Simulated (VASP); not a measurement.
## CdS: single point with PBE-based screened hybrid with 25 % exact exchange

Crystal: CdS.

```xyz
2
Lattice="0.0000 2.7532 2.7532 2.7532 0.0000 2.7532 2.7532 2.7532 0.0000" Properties=species:S:1:pos:R:3 pbc="T T T"
Cd    0.0000    0.0000    0.0000
S     2.7532    2.7532    2.7532
```

- Program: VASP 6.6.1
- Task: single point
- Functional: PBE-based screened hybrid with 25 % exact exchange
- Potentials or basis: VASP PAW PBE potentials, release 64 (Cd, S)
- Cutoff: 520 eV
- k mesh: 4 × 4 × 4
- Occupations: fermi-dirac, width 0.05 eV
- Spin: no spin polarisation
- Dipole correction: no
- Grid for exact exchange (PRECFOCK): Normal
- Share of exact exchange: 0.25
- Further INCAR settings: ALGO = Normal; EDIFF = 1e-07; NBANDS = 16
- Screening parameter: 0.4 1/Å

| Item | Value |
| --- | --- |
| Pressure | -1.0 GPa |
| Band gap on the k mesh | 0.87 eV (least direct gap 2.18 eV) |

Levels at points of the mesh, in eV from the valence-band top:
```csv
k point,band 7,band 8,band 9,band 10,band 11,band 12
"(0.00, 0.00, 0.00)",-0.67,-0.67,-0.67,1.51,9.92,9.92
"(0.50, 0.00, 0.00)",-5.00,0.00,0.00,4.11,6.61,6.61
"(0.50, 0.50, 0.00)",-4.31,-2.13,-2.13,0.87,6.58,10.70
```

Run time: 17 min on 1 thread of Intel Xeon 8259CL, with other jobs on the host, peak memory 0.27 GiB.

Caveat: the k points lie up to 0.49 Å⁻¹ apart; the PAW data sets were made with another functional, which shifts forces and pressure a little. A k mesh can miss the band edges.
